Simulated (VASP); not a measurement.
# CsH (F-43m) in VASP: notebook, part 2 of 2

VASP 6.6.1. Earlier steps stand in the parts before.

## (3) Relaxation of cell and atoms, r2SCAN, target pressure 30 GPa, at which the enthalpy is minimised

This run uses another cell than the first one, of 36.59 Å³/atom.

Contents of POSCAR:

```
CsH
1.0
    0.0000000000      3.3200000000      3.3200000000
    3.3200000000      0.0000000000      3.3200000000
    3.3200000000      3.3200000000      0.0000000000
Cs H
1 1
Direct
    0.0000000000      0.0000000000      0.0000000000
    0.2500000000      0.2500000000      0.2500000000
```

Contents of INCAR.step1:

```
SYSTEM = CsH
PREC = Accurate
ENCUT = 1350
ISMEAR = -1
SIGMA = 0.01
LREAL = .FALSE.
LASPH = .TRUE.
NELM = 120
GGA = PE
ALGO = Normal
EDIFF = 1E-5
LWAVE = .TRUE.
LCHARG = .FALSE.
GGA_COMPAT = .FALSE.
IBRION = 2
ISIF = 3
EDIFFG = -0.005
NELMIN = 4
NSW = 100
```

Contents of INCAR.step2:

```
SYSTEM = CsH
PREC = Accurate
ENCUT = 1350
EDIFF = 1E-7
ISMEAR = -1
SIGMA = 0.01
LREAL = .FALSE.
LASPH = .TRUE.
NELM = 120
ALGO = Normal
ISIF = 3
LWAVE = .FALSE.
LCHARG = .FALSE.
METAGGA = R2SCAN
LMIXTAU = .TRUE.
IBRION = 2
NSW = 80
EDIFFG = -0.02
PSTRESS = 300.0
ISTART = 1
GGA_COMPAT = .FALSE.
NELMIN = 4
```

Contents of KPOINTS:

```
Automatic mesh
0
G
  4 4 4
  0 0 0
```

Potentials or basis: VASP PAW PBE potentials, release 64 (Cs_sv, H_h).

Run with:

```console
$ cat potpaw_PBE.64/Cs_sv/POTCAR potpaw_PBE.64/H_h/POTCAR > POTCAR
$ cp INCAR.step1 INCAR
$ mpirun -np 1 vasp_std > vasp.out
$ cp INCAR.step2 INCAR
$ mpirun -np 1 vasp_std > vasp.out
```

OUTCAR:

```text
SYSTEM = CsH
   PREC = Accurate
   ENCUT = 1350
   EDIFF = 1E-7
   ISMEAR = -1
   LREAL = .FALSE.
   LASPH = .TRUE.
   NELM = 120
   ISIF = 3
   METAGGA = R2SCAN
   IBRION = 2
   NSW = 80
   EDIFFG = -0.02
   PSTRESS = 300.0
   ISTART = 1
   NELMIN = 4

 ion  position               nearest neighbor table
   1  0.000  0.000  0.000-
   2  0.250  0.250  0.250-

  LATTYP: Found a face centered cubic cell.
 ALAT       =     6.6400000000

  Lattice vectors:

 A1 = (   0.0000000000,   3.3200000000,   3.3200000000)
 A2 = (   3.3200000000,   0.0000000000,   3.3200000000)
 A3 = (   3.3200000000,   3.3200000000,   0.0000000000)

Analysis of symmetry for initial positions (statically):
=====================================================================
 Subroutine PRICEL returns:
 Original cell was already a primitive cell.

 Routine SETGRP: Setting up the symmetry group for a
 face centered cubic supercell.

 Subroutine GETGRP returns: Found 24 space group operations
 (whereof 24 operations were pure point group operations)
 out of a pool of 48 trial point group operations.

The static configuration has the point symmetry T_d .

Analysis of symmetry for dynamics (positions and initial velocities):
=====================================================================
 Subroutine PRICEL returns:
 Original cell was already a primitive cell.

 Routine SETGRP: Setting up the symmetry group for a
 face centered cubic supercell.

 Subroutine GETGRP returns: Found 24 space group operations
 (whereof 24 operations were pure point group operations)
 out of a pool of 48 trial point group operations.

The dynamic configuration has the point symmetry T_d .

 Subroutine INISYM returns: Found 24 space group operations
 (whereof 24 operations are pure point group operations),
 and found     1 'primitive' translations

----------------------------------------------------------------------------------------

                                     Primitive cell

  volume of cell :      73.1887

  direct lattice vectors                    reciprocal lattice vectors
     0.000000000  3.320000000  3.320000000    -0.150602410  0.150602410  0.150602410
     3.320000000  0.000000000  3.320000000     0.150602410 -0.150602410  0.150602410
     3.320000000  3.320000000  0.000000000     0.150602410  0.150602410 -0.150602410

  length of vectors
     4.695189027  4.695189027  4.695189027     0.260851025  0.260851025  0.260851025

  position of ions in fractional coordinates (direct lattice)
     0.000000000  0.000000000  0.000000000
     0.250000000  0.250000000  0.250000000

  ion indices of the primitive-cell ions
   primitive index   ion index
                 1           1
                 2           2

----------------------------------------------------------------------------------------

 KPOINTS: Automatic mesh

Automatic generation of k-mesh.
 Grid dimensions read from file:
 generate k-points for:    4    4    4

 Generating k-lattice:

  Cartesian coordinates                     Fractional coordinates (reciprocal lattice)
    -0.037650602  0.037650602  0.037650602     0.250000000  0.000000000  0.000000000
     0.037650602 -0.037650602  0.037650602     0.000000000  0.250000000  0.000000000
     0.037650602  0.037650602 -0.037650602     0.000000000  0.000000000  0.250000000

  Length of vectors
     0.065212756  0.065212756  0.065212756

  Shift w.r.t. Gamma in fractional coordinates (k-lattice)
     0.000000000  0.000000000  0.000000000

 Subroutine IBZKPT returns following result:
 ===========================================

 Found      8 irreducible k-points:

 Following reciprocal coordinates:
            Coordinates               Weight
  0.000000  0.000000  0.000000      1.000000
  0.250000  0.000000  0.000000      8.000000
  0.500000  0.000000  0.000000      4.000000
  0.250000  0.250000  0.000000      6.000000
  0.500000  0.250000  0.000000     24.000000
 -0.250000  0.250000  0.000000     12.000000
  0.500000  0.500000  0.000000      3.000000
 -0.250000  0.500000  0.250000      6.000000
   k-points           NKPTS =      8   k-points in BZ     NKDIM =      8   number of bands    NBANDS=      9
   number of dos      NEDOS =    301   number of ions     NIONS =      2
   total plane-waves  NPLWV = 175616
   dimension x,y,z NGX =    56 NGY =   56 NGZ =   56
   dimension x,y,z NGXF=   112 NGYF=  112 NGZF=  112
   ions per type =               1   1
   NGX,Y,Z   is equivalent  to a cutoff of  19.83, 19.83, 19.83 a.u.
   NGXF,Y,Z  is equivalent  to a cutoff of  39.66, 39.66, 39.66 a.u.
 SYSTEM =  CsH
   PREC   = accura    normal or accurate (medium, high low for compatibility)
   ISTART =      1    job   : 0-new  1-cont  2-samecut
   ICHARG =      0    charge: 1-file 2-atom 10-const
   ISPIN  =      1    spin polarized calculation?
   LNONCOLLINEAR =      F non collinear calculations
   LSORBIT =      F    spin-orbit coupling
   LASPH  =      T    aspherical Exc in radial PAW
   ENCUT  = 1350.0 eV  99.22 Ry    9.96 a.u.  14.07 14.07 14.07*2*pi/ulx,y,z
   NELM   =    120;   NELMIN=  4; NELMDL=  0     # of ELM steps
   EDIFF  = 0.1E-06   stopping-criterion for ELM
   LREAL  =      F    real-space projection
   EDIFFG = -.2E-01   stopping-criterion for IOM
   NSW    =     80    number of steps for IOM
   IBRION =      2    ionic relax: 0-MD 1-quasi-New 2-CG
   NFREE  =      1    steps in history (QN), initial steepest desc. (CG)
   ISIF   =      3    stress and relaxation
   ISYM   =      2    0-nonsym 1-usesym 2-fastsym
   POTIM  = 0.5000    time-step for ionic-motion
   TEBEG  =    0.0;   TEEND  =   0.0 temperature during run
   PSTRESS=  300.0 pullay stress
   NELECT =      10.0000    total number of electrons
   NUPDOWN=      -1.0000    fix difference up-down
   EMIN   =  10.00;   EMAX   =-10.00  energy-range for DOS
   EFERMI =   0.00;   METHOD = LEGACY
   ISMEAR =    -1;   SIGMA  =   0.01  broadening in eV -4-tet -1-fermi 0-gaus
   EFERMI_NEDOS =   21; number of points for ismear=-14 and -15
   IALGO  =     38    algorithm
   IMIX   =      4    mixing-type and parameters
     AMIX     =   0.40;   BMIX     =  1.00
     AMIX_MAG =   1.60;   BMIX_MAG =  1.00
  volume/ion in A,a.u.               =      36.59       246.95
  Fermi-wavevector in a.u.,A,eV,Ry     =   0.843193  1.593403  9.673384  0.710974
  Thomas-Fermi vector in A             =   1.958021
   LORBIT       =      0    0 simple, 1 ext, 2 COOP (PROOUT), +10 PAW based schemes
   METAGGA = R2SCAN    functional components
   LHFCALC =     F    Hartree Fock is set to
   AEXX    =    0.0000 exact exchange contribution
   IVDW    =     0    specifies the selected vdW correction
   LEPSILON=     F    determine dielectric tensor
   LRPA    =     F    only Hartree local field effects (RPA)
 conjugate gradient relaxation of ions
 non-spin polarized calculation
  energy-cutoff  :     1350.00
  volume of cell :       73.19
 maximum number of plane-waves:      8291
   NGX = 29   NGY = 29   NGZ = 29

--------------------------------------- Ionic step        1  -------------------------------------------

 number of electron      10.0000000 magnetization

 Free energy of the ion-electron system (eV)
  ---------------------------------------------------
  ext. energy  EPLUGINS =         0.00000000
  ---------------------------------------------------
  free energy    TOTEN  =       -28.76319342 eV

  energy without entropy =      -28.76319342  energy(sigma->0) =      -28.76319342

 E-fermi :  -0.4401     XC(G=0):  -6.8930

 val. band max:       -0.7059216504   @ k =  -0.2500   0.5000   0.2500
 cond. band min:       2.2729097811   @ k =   0.5000   0.5000   0.0000
 fundamental gap:      2.9788314315
 Fermi energy:        -0.4400908156

 k-point     1 :       0.0000    0.0000    0.0000
  band No.  band energies     occupation
      1     -22.3440      2.00000
      2      -8.5567      2.00000
      3      -8.5567      2.00000
      4      -8.5567      2.00000
      5      -1.9038      2.00000
      6       3.9828      0.00000
      7       4.9526      0.00000
      8       4.9526      0.00000
      9       4.9526      0.00000
[... 231 lines left out ...]
  enthalpy is  TOTEN    =       -20.1530335760 eV   P V=        6.2292984564

--------------------------------------- Ionic step        5  -------------------------------------------

 number of electron      10.0000000 magnetization

 Free energy of the ion-electron system (eV)
  ---------------------------------------------------
  ext. energy  EPLUGINS =         0.00000000
  ---------------------------------------------------
  free energy    TOTEN  =       -26.40446980 eV

  energy without entropy =      -26.40446980  energy(sigma->0) =      -26.40446980

 E-fermi :   4.5643     XC(G=0): -10.5080

 val. band max:        4.2675726147   @ k =  -0.2500   0.5000   0.2500
 cond. band min:       4.7834045978   @ k =   0.5000   0.5000   0.0000
 fundamental gap:      0.5158319831
 Fermi energy:         4.5643473718

 k-point     1 :       0.0000    0.0000    0.0000
  band No.  band energies     occupation
      1     -19.1147      2.00000
      2      -3.1336      2.00000
      3      -3.1336      2.00000
      4      -3.1336      2.00000
      5       2.3231      2.00000
      6       9.2382      0.00000
      7       9.2959      0.00000
      8       9.2959      0.00000
      9       9.2959      0.00000
[... 111 lines left out ...]
  FREE ENERGIE OF THE ION-ELECTRON SYSTEM (eV)
  ---------------------------------------------------
  free  energy   TOTEN  =       -26.4044697953 eV

  energy  without entropy=      -26.4044697953  energy(sigma->0) =      -26.40446980

  enthalpy is  TOTEN    =       -20.1531188094 eV   P V=        6.2513509859

 reached required accuracy - stopping structural energy minimisation
```

Wall time 7.7 min (1 thread of Intel Xeon Platinum 8488C (Sapphire Rapids), shared host); peak memory 0.57 GiB.

What came out:

- Free energy: -26.4045 eV
- Relaxed volume: 16.69 Å³/atom
- Relaxed cell: a = 3.614 Å, b = 3.614 Å, c = 3.614 Å, α = 60.00°, β = 60.00°, γ = 60.00°
- Space group after relaxing (to 0.1 Å): F-43m (No. 216)
- Energy change on relaxing (the run minimises the enthalpy): +1179.4 meV/atom
- Ionic steps: 5
- Pressure after relaxing: 29.9 GPa
- Band gap on the k mesh: 0.52 eV (least direct gap 2.55 eV)

Step by step:
| step | energy change (eV) | largest force (eV/Å) | pressure (GPa) | volume (Å³) |
| --- | --- | --- | --- | --- |
| 1 | 0.0000 | 0.0000 | 1.37 | 73.19 |
| 2 | 5.3528 | 0.0000 | 80.28 | 23.48 |
| 3 | 2.2719 | 0.0000 | 28.76 | 33.86 |
| 4 | 2.3809 | 0.0000 | 30.25 | 33.27 |
| 5 | 2.3587 | 0.0000 | 29.94 | 33.39 |

Final structure:
```yaml
crystal:
  lattice:
    - [0.00000, 2.55571, 2.55571]
    - [2.55571, 0.00000, 2.55571]
    - [2.55571, 2.55571, 0.00000]
  atoms:
    - { symbol: Cs, position: [0.00000, 0.00000, 0.00000] }
    - { symbol: H, position: [0.25000, 0.25000, 0.25000] }
```

Caveat: the cell is relaxed towards a set pressure, so the run minimises the enthalpy, not the energy; the volume moved by over 15 % at a fixed basis, so the end points are rough; the PAW data sets were made with another functional, which shifts forces and pressure a little; spin-orbit coupling is left out, which moves the levels of the heavy elements.

The gap in the log of VASP goes by the Fermi energy; the results here count the filled bands.